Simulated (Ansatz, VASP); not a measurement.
**Two plane-wave programs on CO2**

```
C O
1.0
     2.54459   -2.29134    0.00000
     2.54459    2.29134    0.00000
     0.00000    0.00000    6.18795
C O
2 4
Direct
  0.00000 0.00000 0.00000
  0.50000 0.50000 0.50000
  0.79526 0.20474 0.88997
  0.20474 0.79526 0.11003
  0.70474 0.29526 0.38997
  0.29526 0.70474 0.61003
```

Change from the starting cell: hydrostatic strain -3.7%.

Alike in both runs: task single point; functional HSE06; k mesh 4 × 4 × 2; no spin polarisation.

|  | VASP | Ansatz |
| --- | --- | --- |
| version | VASP 6.6.1 | Ansatz 0.2.0 |
| potentials or method | VASP PAW PBE potentials, release 64 (C, O) | plane waves, PAW |
| plane-wave cutoff (eV) | 520 | 420 |
| occupations | gaussian, width 0.01 eV | fixed |
| valence electrons in the cell | 32 | 32 |

|  | VASP | Ansatz | Ansatz less VASP |
| --- | --- | --- | --- |
| gap on the k mesh at the Fermi level (eV) | 8.56 | 8.59 | +0.029 |
| pressure (GPa) | 4.4 | 1.9 | -2.48 |
| traceless stress, the component that is largest in VASP (GPa) | -0.33 | 2.46 | +2.788 |
| rms of the force components (eV/Å) | 0.032 | 0.361 | +0.3293 |

Atom by atom the forces differ by 0.392 eV/Å (rms over components). Ansatz's warnings: stress exchange threshold loose, stress scf threshold loose.

The k mesh is coarse, so the values compare programs but aren't converged. Noted on VASP's run: the standard files for N, O and F lose accuracy on very short bonds.
